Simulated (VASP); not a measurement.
# Ta in VASP: a series of runs

Runs on Ta. Level: PBE. Tasks: single point.

Program: VASP 6.6.1. These are calculated values, not measurements. Logs are shortened: lines on timing, memory, paths and dates and some standing lists are left out, and cuts for length are marked.

**1. The cell of the first run**

It takes space group I4/mmm (No. 139, tetragonal). Conventional cell: a = 3.253 Å, b = 3.253 Å, c = 3.405 Å, α = 90.00°, β = 90.00°, γ = 90.00°. Ta (site symmetry 4/mmm) has 14 Ta at 2.86 to 3.40 Å within 3.8 Å.

**2. Single point, PBE**

INCAR reads:

```
PREC = Accurate ; ENCUT = 500
EDIFF = 1E-6 ; ISMEAR = 0
SIGMA = 0.1 ; LREAL = F
LASPH = T ; NELM = 120
ALGO = Normal ; ISIF = 2
LWAVE = F ; LCHARG = T
GGA = PE ; LELF = T
LVHAR = T ; NBANDS = 18
GGA_COMPAT = F
```

KPOINTS reads:

```
regular mesh
0
Gamma
  16 16 16
```

POSCAR reads:

```
Ta
1.0
    3.2526811422      0.0000000000      0.0000000000
    0.0000000000      3.2526811422      0.0000000000
    0.0000000000      0.0000000000      3.4047120911
Ta
2
Direct
    0.0000000000      0.0000000000      0.0000000000
    0.5000000000      0.5000000000      0.5000000000
```

Potentials or basis: VASP PAW PBE potentials, release 64 (Ta_pv).

Run with:

```sh
> cat potpaw_PBE.64/Ta_pv/POTCAR > POTCAR
> mpirun -np 1 vasp_std > vasp.out
```

OUTCAR:

```text
PREC = Accurate
   ENCUT = 500
   EDIFF = 1E-6
   ISMEAR = 0
   LREAL = F
   LASPH = T
   NELM = 120
   ISIF = 2
   GGA = PE

 ion  position               nearest neighbor table
   1  0.000  0.000  0.000-   2 2.86   2 2.86   2 2.86   2 2.86   2 2.86   2 2.86   2 2.86   2 2.86

   2  0.500  0.500  0.500-   1 2.86   1 2.86   1 2.86   1 2.86   1 2.86   1 2.86   1 2.86   1 2.86

  LATTYP: Found a simple tetragonal cell.
 ALAT       =     3.2526811422
 C/A-ratio  =     1.0467401944

  Lattice vectors:

 A1 = (   3.2526811422,   0.0000000000,   0.0000000000)
 A2 = (   0.0000000000,   3.2526811422,   0.0000000000)
 A3 = (   0.0000000000,   0.0000000000,   3.4047120911)

Analysis of symmetry for initial positions (statically):
=====================================================================
 Subroutine PRICEL returns following result:

  LATTYP: Found a body centered tetragonal cell.
 ALAT       =     3.2526811422
 C/A-ratio  =     1.0467401944

  Lattice vectors:

 A1 = (  -1.6263405711,  -1.6263405711,  -1.7023560455)
 A2 = (   1.6263405711,   1.6263405711,  -1.7023560455)
 A3 = (   1.6263405711,  -1.6263405711,   1.7023560455)

   2 primitive cells build up your supercell.

 Routine SETGRP: Setting up the symmetry group for a
 simple tetragonal supercell.

 Subroutine GETGRP returns: Found 16 space group operations
 (whereof 16 operations were pure point group operations)
 out of a pool of 16 trial point group operations.

The static configuration has the point symmetry D_4h.

Analysis of symmetry for dynamics (positions and initial velocities):
=====================================================================
 Subroutine PRICEL returns following result:

  LATTYP: Found a body centered tetragonal cell.
 ALAT       =     3.2526811422
 C/A-ratio  =     1.0467401944

  Lattice vectors:

 A1 = (  -1.6263405711,  -1.6263405711,  -1.7023560455)
 A2 = (   1.6263405711,   1.6263405711,  -1.7023560455)
 A3 = (   1.6263405711,  -1.6263405711,   1.7023560455)

   2 primitive cells build up your supercell.

 Routine SETGRP: Setting up the symmetry group for a
 simple tetragonal supercell.

 Subroutine GETGRP returns: Found 16 space group operations
 (whereof 16 operations were pure point group operations)
 out of a pool of 16 trial point group operations.

The dynamic configuration has the point symmetry D_4h.

 Subroutine INISYM returns: Found 16 space group operations
 (whereof 16 operations are pure point group operations),
 and found     2 'primitive' translations

----------------------------------------------------------------------------------------

                                     Primitive cell

  volume of cell :      18.0108

  direct lattice vectors                    reciprocal lattice vectors
    -1.626340571 -1.626340571 -1.702356046     0.000000000 -0.307438681 -0.293710591
     1.626340571  1.626340571 -1.702356046     0.307438681  0.000000000 -0.293710591
     1.626340571 -1.626340571  1.702356046     0.307438681 -0.307438681  0.000000000

  length of vectors
     2.861465256  2.861465256  2.861465256     0.425187551  0.425187551  0.434783952

  position of ions in fractional coordinates (direct lattice)
     0.000000000  0.000000000  0.000000000

  ion indices of the primitive-cell ions
   primitive index   ion index
                 1           1

----------------------------------------------------------------------------------------

 KPOINTS: regular mesh

Automatic generation of k-mesh.
 Grid dimensions read from file:
 generate k-points for:   16   16   16

 Generating k-lattice:

  Cartesian coordinates                     Fractional coordinates (reciprocal lattice)
     0.019214918  0.000000000  0.000000000     0.062500000  0.000000000  0.000000000
     0.000000000  0.019214918  0.000000000     0.000000000  0.062500000  0.000000000
     0.000000000  0.000000000  0.018356912     0.000000000  0.000000000  0.062500000

  Length of vectors
     0.019214918  0.019214918  0.018356912

  Shift w.r.t. Gamma in fractional coordinates (k-lattice)
     0.000000000  0.000000000  0.000000000

 Subroutine IBZKPT returns following result:
 ===========================================

 Found    405 irreducible k-points:

 Following reciprocal coordinates:
            Coordinates               Weight
  0.000000  0.000000  0.000000      1.000000
  0.062500  0.000000  0.000000      4.000000
  0.125000  0.000000  0.000000      4.000000
  0.187500  0.000000  0.000000      4.000000
  0.250000  0.000000  0.000000      4.000000
  0.312500  0.000000  0.000000      4.000000
[... 16 lines left out ...]
  0.437500  0.125000  0.000000      8.000000
  0.500000  0.125000  0.000000      4.000000
 [... further k-points ...]
   k-points           NKPTS =    405   k-points in BZ     NKDIM =    405   number of bands    NBANDS=     18
   number of dos      NEDOS =    301   number of ions     NIONS =      2
   total plane-waves  NPLWV =  16128
   dimension x,y,z NGX =    24 NGY =   24 NGZ =   28
   dimension x,y,z NGXF=    48 NGYF=   48 NGZF=   56
   ions per type =               2
   NGX,Y,Z   is equivalent  to a cutoff of  12.27, 12.27, 13.67 a.u.
   NGXF,Y,Z  is equivalent  to a cutoff of  24.53, 24.53, 27.34 a.u.
 SYSTEM =  unknown system
   PREC   = accura    normal or accurate (medium, high low for compatibility)
   ISTART =      0    job   : 0-new  1-cont  2-samecut
   ICHARG =      2    charge: 1-file 2-atom 10-const
   ISPIN  =      1    spin polarized calculation?
   LNONCOLLINEAR =      F non collinear calculations
   LSORBIT =      F    spin-orbit coupling
   LASPH  =      T    aspherical Exc in radial PAW
   ENCUT  =  500.0 eV  36.75 Ry    6.06 a.u.   5.93  5.93  6.21*2*pi/ulx,y,z
   NELM   =    120;   NELMIN=  2; NELMDL= -5     # of ELM steps
   EDIFF  = 0.1E-05   stopping-criterion for ELM
   LREAL  =      F    real-space projection
   EDIFFG = 0.1E-04   stopping-criterion for IOM
   NSW    =      0    number of steps for IOM
   IBRION =     -1    ionic relax: 0-MD 1-quasi-New 2-CG
   NFREE  =      0    steps in history (QN), initial steepest desc. (CG)
   ISIF   =      2    stress and relaxation
   ISYM   =      2    0-nonsym 1-usesym 2-fastsym
   POTIM  = 0.5000    time-step for ionic-motion
   TEBEG  =    0.0;   TEEND  =   0.0 temperature during run
   PSTRESS=    0.0 pullay stress
   NELECT =      22.0000    total number of electrons
   NUPDOWN=      -1.0000    fix difference up-down
   EMIN   =  10.00;   EMAX   =-10.00  energy-range for DOS
   EFERMI =   0.00;   METHOD = LEGACY
   ISMEAR =     0;   SIGMA  =   0.10  broadening in eV -4-tet -1-fermi 0-gaus
   EFERMI_NEDOS =   21; number of points for ismear=-14 and -15
   IALGO  =     38    algorithm
   IMIX   =      4    mixing-type and parameters
     AMIX     =   0.40;   BMIX     =  1.00
     AMIX_MAG =   1.60;   BMIX_MAG =  1.00
  volume/ion in A,a.u.               =      18.01       121.54
  Fermi-wavevector in a.u.,A,eV,Ry     =   1.388976  2.624783 26.249081  1.929253
  Thomas-Fermi vector in A             =   2.513050
   LORBIT       =      0    0 simple, 1 ext, 2 COOP (PROOUT), +10 PAW based schemes
   GGA     = PE    functional components
   LHFCALC =     F    Hartree Fock is set to
   AEXX    =    0.0000 exact exchange contribution
   IVDW    =     0    specifies the selected vdW correction
   LEPSILON=     F    determine dielectric tensor
   LRPA    =     F    only Hartree local field effects (RPA)
 non-spin polarized calculation
 Gauss-broadening in eV      SIGMA  =   0.10
  energy-cutoff  :      500.00
  volume of cell :       36.02
 maximum number of plane-waves:       932
 NGX is ok and might be reduce to    24

 number of electron      22.0000007 magnetization

 Free energy of the ion-electron system (eV)
  ---------------------------------------------------
  ext. energy  EPLUGINS =         0.00000000
  ---------------------------------------------------
  free energy    TOTEN  =       -23.60767674 eV

  energy without entropy =      -23.59378118  energy(sigma->0) =      -23.60072896

 E-fermi :   5.4917     XC(G=0): -12.6184

 val. band max:        5.4899997276   @ k =   0.4375   0.2500   0.4375
 cond. band min:       5.4920636617   @ k =   0.3125   0.0000   0.1250
 fundamental gap:      0.0020639341
 Fermi energy:         5.4916907815

 k-point     1 :       0.0000    0.0000    0.0000
  band No.  band energies     occupation
      1     -28.4764      2.00000
      2     -28.3628      2.00000
      3     -28.3628      2.00000
      4     -27.5905      2.00000
      5     -27.5831      2.00000
      6     -27.5831      2.00000
[... 10 lines left out ...]
     17      12.3905      0.00000
     18      13.3716      0.00000

 k-point     2 :       0.0625    0.0000    0.0000
  band No.  band energies     occupation
      1     -28.4676      2.00000
      2     -28.3649      2.00000
      3     -28.3549      2.00000
      4     -27.6012      2.00000
      5     -27.5987      2.00000
      6     -27.5901      2.00000
[... 10 lines left out ...]
     17      12.2945      0.00000
     18      14.2127      0.00000

 k-point     3 :       0.1250    0.0000    0.0000
  band No.  band energies     occupation
      1     -28.4415      2.00000
      2     -28.3701      2.00000
      3     -28.3316      2.00000
      4     -27.6534      2.00000
      5     -27.6227      2.00000
      6     -27.6110      2.00000
[... 10 lines left out ...]
     17      12.0184      0.00000
     18      13.4277      0.00000

 k-point     4 :       0.1875    0.0000    0.0000
  band No.  band energies     occupation
      1     -28.3992      2.00000
      2     -28.3751      2.00000
      3     -28.2939      2.00000
      4     -27.7337      2.00000
      5     -27.6620      2.00000
      6     -27.6450      2.00000
[... 375 lines left out ...]
      4     -28.0104      2.00000
      5     -27.8650      2.00000
      6     -27.7291      2.00000
[... 10 lines left out ...]
     17      10.8798      0.00000
     18      11.3463      0.00000

 k-point    23 :       0.4375    0.1250    0.0000
  band No.  band energies     occupation
      1     -28.4125      2.00000
      2     -28.2794      2.00000
      3     -28.1009      2.00000
      4     -27.9407      2.00000
      5     -27.9370      2.00000
      6     -27.7934      2.00000
[... 10 lines left out ...]
     17      10.8963      0.00000
     18      11.0249      0.00000

 k-point    24 :       0.5000    0.1250    0.0000
  band No.  band energies     occupation
      1     -28.3563      2.00000
      2     -28.3563      2.00000
      3     -28.0203      2.00000
      4     -28.0203      2.00000
      5     -27.8637      2.00000
      6     -27.8637      2.00000
[... 10 lines left out ...]
     17      10.9476      0.00000
     18      10.9476      0.00000

 [... further k-points ...]
[... 5 lines left out ...]
  --------------------------------------------------------------------------------------
  -------------------------------------------------------------------------------------
  Total        1.1264419      1.1264419      0.0270182      0.0000000      0.0000000     -0.0000000
  in kB       50.1021080     50.1021080      1.2017199      0.0000000      0.0000000     -0.0000000
  external PRESSURE =      33.8019786 kB  Pullay stress =       0.0000000 kB

 VOLUME and BASIS-vectors are now :
 -----------------------------------------------------------------------------
  energy-cutoff  :      500.00
  volume of cell :       36.02
      direct lattice vectors                 reciprocal lattice vectors
     3.252681142  0.000000000  0.000000000     0.307438681  0.000000000  0.000000000
     0.000000000  3.252681142  0.000000000     0.000000000  0.307438681  0.000000000
     0.000000000  0.000000000  3.404712091     0.000000000  0.000000000  0.293710591

 POSITION                                       TOTAL-FORCE (eV/Angst)
 -----------------------------------------------------------------------------------
      0.00000      0.00000      0.00000         0.000000      0.000000     -0.000000
      1.62634      1.62634      1.70236        -0.000000     -0.000000      0.000000
 -----------------------------------------------------------------------------------
    total drift:                                0.000000      0.000000     -0.000000

  FREE ENERGIE OF THE ION-ELECTRON SYSTEM (eV)
  ---------------------------------------------------
  free  energy   TOTEN  =       -23.6076767351 eV

  energy  without entropy=      -23.5937811803  energy(sigma->0) =      -23.60072896
```

It took 2.8 min on 1 thread of Intel Xeon 8259CL, shared host; peak memory 0.31 GiB.

What came out:

```yaml
Free_energy: -23.6077 eV
Pressure: 3.4 GPa
Band_gap_on_the_k_mesh: zero (bands 11 and 12 overlap by 2.96 eV)
```

Caveat: the cell stands under pressure; spin-orbit coupling is left out, which moves the levels of the heavy elements.

**3. Single point, PBE**

This run uses another cell than the first one: it holds 32 atoms, not 2.

INCAR reads:

```
PREC = Accurate ; ENCUT = 520
EDIFF = 1E-7 ; ISMEAR = 0
SIGMA = 0.1 ; LREAL = Auto
LASPH = True ; NELM = 100
ALGO = Fast ; ISIF = 2
LWAVE = False ; LCHARG = False
GGA = PE ; NBANDS = 198
```

KPOINTS reads:

```
Automatic mesh
0
Gamma
  4 4 4
```

POSCAR reads:

```
Ta
1.0
    6.6381247818      0.0000000000      6.6381247818
    0.0000000000     -6.6381247818      6.6381247818
    6.6381247818     -6.6381247818      0.0000000000
Ta
32
Direct
    0.0000000000      0.0000000000      0.5000000000
    0.0000000000      0.5000000000      0.5000000000
    0.1250000000      0.1250000000      0.6250000000
    0.1250000000      0.6250000000      0.6250000000
    0.2500000000      0.2500000000      0.7500000000
    0.2500000000      0.7500000000      0.7500000000
    0.3750000000      0.3750000000      0.8750000000
    0.3750000000      0.8750000000      0.8750000000
    0.0000000000      0.0000000000      0.0000000000
    0.0000000000      0.5000000000      0.0000000000
    0.1250000000      0.1250000000      0.1250000000
    0.1250000000      0.6250000000      0.1250000000
    0.2500000000      0.2500000000      0.2500000000
    0.2500000000      0.7500000000      0.2500000000
    0.3750000000      0.3750000000      0.3750000000
    0.5000000000      0.0000000000      0.5000000000
    0.3750000000      0.8750000000      0.3750000000
    0.5000000000      0.5000000000      0.5000000000
    0.6250000000      0.1250000000      0.6250000000
    0.6250000000      0.6250000000      0.6250000000
    0.7500000000      0.2500000000      0.7500000000
    0.7500000000      0.7500000000      0.7500000000
    0.8750000000      0.3750000000      0.8750000000
    0.8750000000      0.8750000000      0.8750000000
    0.5000000000      0.0000000000      0.0000000000
    0.5000000000      0.5000000000      0.0000000000
    0.6250000000      0.1250000000      0.1250000000
    0.6250000000      0.6250000000      0.1250000000
    0.7500000000      0.2500000000      0.2500000000
    0.7500000000      0.7500000000      0.2500000000
    0.8750000000      0.3750000000      0.3750000000
    0.8750000000      0.8750000000      0.3750000000
```

Potentials or basis: VASP PAW PBE potentials, release 64 (Ta_pv).

Run with:

```sh
> cat potpaw_PBE.64/Ta_pv/POTCAR > POTCAR
> mpirun -np 1 vasp_std > vasp.out
```

It took 1.6 h on 1 thread of Intel Xeon 8259CL, shared host; peak memory 1 GiB.

It converged, with:

```
Free energy            : -378.1642 eV
Pressure               : 0.2 GPa
Band gap on the k mesh : zero (bands 176 and 177 overlap by 0.96 eV)
```

Levels at points of the mesh, in eV from the Fermi level:
```
           k point  band 174  band 175  band 176  band 177  band 178  band 179
(0.00, 0.00, 0.00)     -0.87     -0.87     -0.87     -0.87      0.75      0.75
(0.50, 0.00, 0.00)     -0.02     -0.02     -0.02     -0.02     -0.02     -0.02
(0.50, 0.50, 0.00)     -0.47     -0.06     -0.06     -0.06     -0.06      0.27
```

Caveat: spin-orbit coupling is left out, which moves the levels of the heavy elements.
